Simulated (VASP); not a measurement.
# ZnO (P6_3mc) in VASP: notebook, part 2 of 4

VASP 6.6.1. The steps go on from the part before.

### 4 Single point, r2SCAN

Input file POSCAR:

```
ZnO
1.0
    3.2353522132      0.0000000000      0.0000000000
   -1.6176761066      2.8018972068      0.0000000000
    0.0000000000      0.0000000000      5.2109131292
Zn O
2 2
Direct
    0.3333333333      0.6666666667      0.4996551084
    0.6666666667      0.3333333333     -0.0003448916
    0.6666666667      0.3333333333      0.3793548916
    0.3333333333      0.6666666667      0.8793548916
```

Input file INCAR.step1:

```
SYSTEM = ZnO
PREC     = Accurate       ! precision mode
ENCUT    = 520            ! plane-wave cutoff, eV
ISMEAR   = 0              ! smearing method
SIGMA    = 0.01           ! smearing width, eV
LREAL    = .False.        ! projectors in reciprocal space
LASPH    = .True.         ! aspherical terms in the spheres
NELM     = 60             ! most SCF steps
NBANDS   = 26             ! bands
GGA      = PE             ! functional
ALGO     = Normal         ! electronic algorithm
EDIFF    = 1E-4           ! SCF threshold, eV
LWAVE    = .True.         ! write WAVECAR
LCHARG   = .False.        ! write CHGCAR
```

Input file INCAR.step2:

```
SYSTEM = ZnO
PREC     = Accurate       ! precision mode
ENCUT    = 520            ! plane-wave cutoff, eV
EDIFF    = 1E-6           ! SCF threshold, eV
ISMEAR   = 0              ! smearing method
SIGMA    = 0.01           ! smearing width, eV
LREAL    = .False.        ! projectors in reciprocal space
LASPH    = .True.         ! aspherical terms in the spheres
NELM     = 60             ! most SCF steps
ALGO     = Normal         ! electronic algorithm
ISIF     = 2              ! what is computed and relaxed
LWAVE    = .False.        ! write WAVECAR
LCHARG   = .False.        ! write CHGCAR
METAGGA  = R2SCAN         ! meta-GGA
LMIXTAU  = .True.       
NBANDS   = 26             ! bands
ISTART   = 1
```

Input file KPOINTS:

```
Automatic mesh
0
Gamma
  12 12 6
  0 0 0
```

Potentials or basis: VASP PAW PBE potentials, release 64 (Zn, O).

Command:

```console
$ cat potpaw_PBE.64/Zn/POTCAR potpaw_PBE.64/O/POTCAR > POTCAR
$ cp INCAR.step1 INCAR
$ mpirun -np 1 vasp_std > vasp.out
$ cp INCAR.step2 INCAR
$ mpirun -np 1 vasp_std > vasp.out
```

OUTCAR:

```text
SYSTEM = ZnO
   PREC = Accurate
   ENCUT = 520
   EDIFF = 1E-6
   ISMEAR = 0
   LREAL = .False.
   LASPH = .True.
   NELM = 60
   ISIF = 2
   METAGGA = R2SCAN
   ISTART = 1

 ion  position               nearest neighbor table
   1  0.333  0.667  0.500-   3 1.97   3 1.97   3 1.97   4 1.98
   2  0.667  0.333  1.000-   4 1.97   4 1.97   4 1.97   3 1.98
   3  0.667  0.333  0.379-   1 1.97   1 1.97   1 1.97   2 1.98
   4  0.333  0.667  0.879-   2 1.97   2 1.97   2 1.97   1 1.98

  LATTYP: Found a hexagonal cell.
 ALAT       =     3.2353522132
 C/A-ratio  =     1.6106169548

  Lattice vectors:

 A1 = (   3.2353522132,   0.0000000000,   0.0000000000)
 A2 = (  -1.6176761066,   2.8018972068,   0.0000000000)
 A3 = (   0.0000000000,   0.0000000000,   5.2109131292)

Analysis of symmetry for initial positions (statically):
=====================================================================
 Subroutine PRICEL returns:
 Original cell was already a primitive cell.

 Routine SETGRP: Setting up the symmetry group for a
 hexagonal supercell.

 Subroutine GETGRP returns: Found 12 space group operations
 (whereof  6 operations were pure point group operations)
 out of a pool of 24 trial point group operations.

The static configuration has the point symmetry C_3v.
 The point group associated with its full space group is C_6v.

Analysis of symmetry for dynamics (positions and initial velocities):
=====================================================================
 Subroutine PRICEL returns:
 Original cell was already a primitive cell.

 Routine SETGRP: Setting up the symmetry group for a
 hexagonal supercell.

 Subroutine GETGRP returns: Found 12 space group operations
 (whereof  6 operations were pure point group operations)
 out of a pool of 24 trial point group operations.

The dynamic configuration has the point symmetry C_3v.
 The point group associated with its full space group is C_6v.

 Subroutine INISYM returns: Found 12 space group operations
 (whereof  6 operations are pure point group operations),
 and found     1 'primitive' translations

----------------------------------------------------------------------------------------

                                     Primitive cell

  volume of cell :      47.2376

  direct lattice vectors                    reciprocal lattice vectors
     3.235352213  0.000000000  0.000000000     0.309085359  0.178450515  0.000000000
    -1.617676107  2.801897207  0.000000000     0.000000000  0.356901030  0.000000000
     0.000000000  0.000000000  5.210913129     0.000000000  0.000000000  0.191904945

  length of vectors
     3.235352213  3.235352213  5.210913129     0.356901030  0.356901030  0.191904945

  position of ions in fractional coordinates (direct lattice)
     0.333333333  0.666666667  0.499655108
     0.666666667  0.333333333  0.999655108
     0.666666667  0.333333333  0.379354892
     0.333333333  0.666666667  0.879354892

  ion indices of the primitive-cell ions
   primitive index   ion index
                 1           1
                 2           2
                 3           3
                 4           4

----------------------------------------------------------------------------------------

 KPOINTS: Automatic mesh

Automatic generation of k-mesh.
 Grid dimensions read from file:
 generate k-points for:   12   12    6

 Generating k-lattice:

  Cartesian coordinates                     Fractional coordinates (reciprocal lattice)
     0.025757113  0.014870876  0.000000000     0.083333333  0.000000000  0.000000000
     0.000000000  0.029741753  0.000000000     0.000000000  0.083333333  0.000000000
     0.000000000  0.000000000  0.031984158     0.000000000  0.000000000  0.166666667

  Length of vectors
     0.029741753  0.029741753  0.031984158

  Shift w.r.t. Gamma in fractional coordinates (k-lattice)
     0.000000000  0.000000000  0.000000000

 Subroutine IBZKPT returns following result:
 ===========================================

 Found     76 irreducible k-points:

 Following reciprocal coordinates:
            Coordinates               Weight
  0.000000  0.000000  0.000000      1.000000
  0.083333  0.000000  0.000000      6.000000
  0.166667  0.000000  0.000000      6.000000
  0.250000  0.000000  0.000000      6.000000
  0.333333  0.000000  0.000000      6.000000
  0.416667  0.000000  0.000000      6.000000
[... 16 lines left out ...]
  0.250000  0.000000  0.166667     12.000000
  0.333333  0.000000  0.166667     12.000000
 [... further k-points ...]
   k-points           NKPTS =     76   k-points in BZ     NKDIM =     76   number of bands    NBANDS=     26
   number of dos      NEDOS =    301   number of ions     NIONS =      4
   total plane-waves  NPLWV =  23040
   dimension x,y,z NGX =    24 NGY =   24 NGZ =   40
   dimension x,y,z NGXF=    48 NGYF=   48 NGZF=   80
   ions per type =               2   2
   NGX,Y,Z   is equivalent  to a cutoff of  12.33, 12.33, 12.76 a.u.
   NGXF,Y,Z  is equivalent  to a cutoff of  24.66, 24.66, 25.52 a.u.
 SYSTEM =  ZnO
   PREC   = accura    normal or accurate (medium, high low for compatibility)
   ISTART =      1    job   : 0-new  1-cont  2-samecut
   ICHARG =      0    charge: 1-file 2-atom 10-const
   ISPIN  =      1    spin polarized calculation?
   LNONCOLLINEAR =      F non collinear calculations
   LSORBIT =      F    spin-orbit coupling
   LASPH  =      T    aspherical Exc in radial PAW
   ENCUT  =  520.0 eV  38.22 Ry    6.18 a.u.   6.02  6.02  9.69*2*pi/ulx,y,z
   NELM   =     60;   NELMIN=  2; NELMDL=  0     # of ELM steps
   EDIFF  = 0.1E-05   stopping-criterion for ELM
   LREAL  =      F    real-space projection
   EDIFFG = 0.1E-04   stopping-criterion for IOM
   NSW    =      0    number of steps for IOM
   IBRION =     -1    ionic relax: 0-MD 1-quasi-New 2-CG
   NFREE  =      0    steps in history (QN), initial steepest desc. (CG)
   ISIF   =      2    stress and relaxation
   ISYM   =      2    0-nonsym 1-usesym 2-fastsym
   POTIM  = 0.5000    time-step for ionic-motion
   TEBEG  =    0.0;   TEEND  =   0.0 temperature during run
   PSTRESS=    0.0 pullay stress
   NELECT =      36.0000    total number of electrons
   NUPDOWN=      -1.0000    fix difference up-down
   EMIN   =  10.00;   EMAX   =-10.00  energy-range for DOS
   EFERMI =   0.00;   METHOD = LEGACY
   ISMEAR =     0;   SIGMA  =   0.01  broadening in eV -4-tet -1-fermi 0-gaus
   EFERMI_NEDOS =   21; number of points for ismear=-14 and -15
   IALGO  =     38    algorithm
   IMIX   =      4    mixing-type and parameters
     AMIX     =   0.40;   BMIX     =  1.00
     AMIX_MAG =   1.60;   BMIX_MAG =  1.00
  volume/ion in A,a.u.               =      11.81        79.69
  Fermi-wavevector in a.u.,A,eV,Ry     =   1.495362  2.825825 30.424107  2.236109
  Thomas-Fermi vector in A             =   2.607517
   LORBIT       =      0    0 simple, 1 ext, 2 COOP (PROOUT), +10 PAW based schemes
   METAGGA = R2SCAN    functional components
   LHFCALC =     F    Hartree Fock is set to
   AEXX    =    0.0000 exact exchange contribution
   IVDW    =     0    specifies the selected vdW correction
   LEPSILON=     F    determine dielectric tensor
   LRPA    =     F    only Hartree local field effects (RPA)
 non-spin polarized calculation
 Gauss-broadening in eV      SIGMA  =   0.01
  energy-cutoff  :      520.00
  volume of cell :       47.24
 maximum number of plane-waves:      1296
   NGX = 13   NGY = 13   NGZ = 19

 number of electron      36.0000015 magnetization

 Free energy of the ion-electron system (eV)
  ---------------------------------------------------
  ext. energy  EPLUGINS =         0.00000000
  ---------------------------------------------------
  free energy    TOTEN  =       -36.31745370 eV

  energy without entropy =      -36.31745370  energy(sigma->0) =      -36.31745370

 E-fermi :   1.0278     XC(G=0): -11.7064

 val. band max:        0.9186763927   @ k =   0.0000   0.0000   0.0000
 cond. band min:       2.1535127073   @ k =   0.0000   0.0000   0.0000
 fundamental gap:      1.2348363146
 Fermi energy:         1.0277673654

 k-point     1 :       0.0000    0.0000    0.0000
  band No.  band energies     occupation
      1     -18.2269      2.00000
      2     -17.5307      2.00000
      3      -4.9399      2.00000
      4      -4.9399      2.00000
      5      -4.8823      2.00000
      6      -4.8355      2.00000
[... 18 lines left out ...]
     25      16.0363      0.00000
     26      16.0365      0.00000
[... 644 lines left out ...]
      4      -4.9678      2.00000
      5      -4.6874      2.00000
      6      -4.5287      2.00000
[... 18 lines left out ...]
     25      15.2098      0.00000
     26      15.8846      0.00000

 [... further k-points ...]
[... 5 lines left out ...]
  --------------------------------------------------------------------------------------
  -------------------------------------------------------------------------------------
  Total        0.2912378      0.2912378      0.3261684      0.0000000      0.0000000      0.0000000
  in kB        9.8780378      9.8780378     11.0627936      0.0000000      0.0000000      0.0000000
  external PRESSURE =      10.2729564 kB  Pullay stress =       0.0000000 kB

 VOLUME and BASIS-vectors are now :
 -----------------------------------------------------------------------------
  energy-cutoff  :      520.00
  volume of cell :       47.24
      direct lattice vectors                 reciprocal lattice vectors
     3.235352213  0.000000000  0.000000000     0.309085359  0.178450515  0.000000000
    -1.617676107  2.801897207  0.000000000     0.000000000  0.356901030  0.000000000
     0.000000000  0.000000000  5.210913129     0.000000000  0.000000000  0.191904945

 POSITION                                       TOTAL-FORCE (eV/Angst)
 -----------------------------------------------------------------------------------
     -0.00000      1.86793      2.60366        -0.000000      0.000000     -0.008437
      1.61768      0.93397      5.20912         0.000000     -0.000000     -0.008437
      1.61768      0.93397      1.97679         0.000000      0.000000      0.008437
     -0.00000      1.86793      4.58224         0.000000     -0.000000      0.008437
 -----------------------------------------------------------------------------------
    total drift:                                0.000001      0.000001     -0.074122

  FREE ENERGIE OF THE ION-ELECTRON SYSTEM (eV)
  ---------------------------------------------------
  free  energy   TOTEN  =       -36.3174536973 eV

  energy  without entropy=      -36.3174536973  energy(sigma->0) =      -36.31745370
```

Run time: 97 s. Hardware: 1 thread of Intel Xeon 6975P-C (Granite Rapids), shared host; peak memory 0.21 GiB.

Results:

* Free energy: -36.3175 eV
* Pressure: 1.0 GPa
* Largest force: 0.008 eV/Å
* Band gap on the k mesh: 1.23 eV

Forces on the atoms (eV/Å):
```
Zn   0.000  0.000 -0.008
Zn   0.000  0.000 -0.008
O    0.000  0.000  0.008
O    0.000  0.000  0.008
```

Caveat: the PAW data sets were made with another functional, which shifts forces and pressure a little. r2SCAN opens gaps a little over a GGA but as a rule still falls short of measured ones.

(Part 2 of 4 ends here.)
